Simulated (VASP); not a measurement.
A run of VASP 6.6.1 is set up as follows.

The input INCAR:

```
SYSTEM = YHf3
ALGO = Fast
EDIFF = 1E-6
EDIFFG = -0.04
ENCUT = 600
GGA = PE
IBRION = 2
ISIF = 3
ISMEAR = 0
LASPH = .TRUE.
LCHARG = .FALSE.
LREAL = .FALSE.
LWAVE = .FALSE.
NELM = 80
NSW = 90
PREC = Accurate
SIGMA = 0.1
```

File KPOINTS:

```
k-points
0
G
  4 4 4
  0 0 0
```

Contents of POSCAR:

```
YHf3
1.0
    4.3703299597      0.0000000000      0.0000000000
    0.0000000000      4.3703299597      0.0000000000
    0.0000000000      0.0000000000      4.3703299597
Y Hf
1 3
Direct
    0.0000000000      0.0000000000      0.0000000000
    0.0000000000      0.5000000000      0.5000000000
    0.5000000000      0.0000000000      0.5000000000
    0.5000000000      0.5000000000      0.0000000000
```

Potentials or basis: VASP PAW PBE potentials, release 64 (Y_sv, Hf_pv).

Launch:

```sh
$ cat potpaw_PBE.64/Y_sv/POTCAR potpaw_PBE.64/Hf_pv/POTCAR > POTCAR
$ mpirun -np 1 vasp_std > vasp.out
```

**Question.** Predict the relaxed volume.

**Answer.** 24.19 Å³/atom.

**Question.** What does it give for the space group after relaxing (to 0.05 Å)?

**Answer.** Pm-3m (No. 221).

**Question.** What does it give for the relaxed cell?

**Answer.** a = 4.591 Å, b = 4.591 Å, c = 4.591 Å, α = 90.00°, β = 90.00°, γ = 90.00°.

Step by step:
```tsv
step	energy change (eV)	largest force (eV/Å)	pressure (GPa)	volume (Å³)
1	0.0000	0.0000	15.57	83.47
2	-0.1465	0.0000	-8.75	110.45
3	-0.5680	0.0000	-0.19	96.77
```

Caveat: the volume moved by over 15 % at a fixed basis, so the end points are rough.
